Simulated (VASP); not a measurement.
Here is a VASP 6.6.1 calculation.

Contents of INCAR:

```
SYSTEM = AlN
PREC = Accurate
ENCUT = 520
EDIFF = 1E-6
ISMEAR = 0
SIGMA = 0.02
LREAL = .FALSE.
LASPH = .TRUE.
NELM = 60
ALGO = Normal
ISIF = 2
LWAVE = .FALSE.
LCHARG = .FALSE.
GGA = PE
IVDW = 12
NBANDS = 16
```

KPOINTS

```
regular mesh
0
G
  9 9 6
  0 0 0
```

File POSCAR:

```
AlN
1.0
    3.1089389014      0.0000000000      0.0000000000
   -1.5544694507      2.6924200674      0.0000000000
    0.0000000000      0.0000000000      4.9778062003
Al N
2 2
Direct
    0.3333333333      0.6666666667      0.0015555309
    0.6666666667      0.3333333333      0.5015555309
    0.3333333333      0.6666666667      0.3834444691
    0.6666666667      0.3333333333      0.8834444691
```

Potentials or basis: VASP PAW PBE potentials, release 64 (Al, N).

Run with:

```bash
$ cat potpaw_PBE.64/Al/POTCAR potpaw_PBE.64/N/POTCAR > POTCAR
$ mpirun -np 1 vasp_std > vasp.out
```

What does it give for the dispersion energy per atom?

-0.269 eV.

Predict the pressure.

-0.2 GPa.

What does it give for the band gap on the k mesh?

4.23 eV, direct.

**Measured values to compare with.**

“Self-assembly of well-separated AlN nanowires directly on sputtered metallic TiN films”, 2019, arxiv:1910.07391 quotes, for a bulk crystal of AlN at 10 K: band gap 6.034 eV (an exciton energy, a little under the gap).

Measured gap of AlN: 6.034 eV (an exciton energy, a little under the gap; 10 K; quoted in “Self-assembly of well-separated AlN nanowires directly on sputtered metallic TiN films”, 2019, arxiv:1910.07391). This calculation gives 4.23 eV (-1.81 eV). 2 values of this kind are on record (6.034 to 6.0343 eV); this one was drawn at random. The value is that of PBE+D3(BJ) on a finite k mesh, which can miss the band edges, without temperature or zero-point motion. Semilocal functionals fall short of measured gaps as a rule.
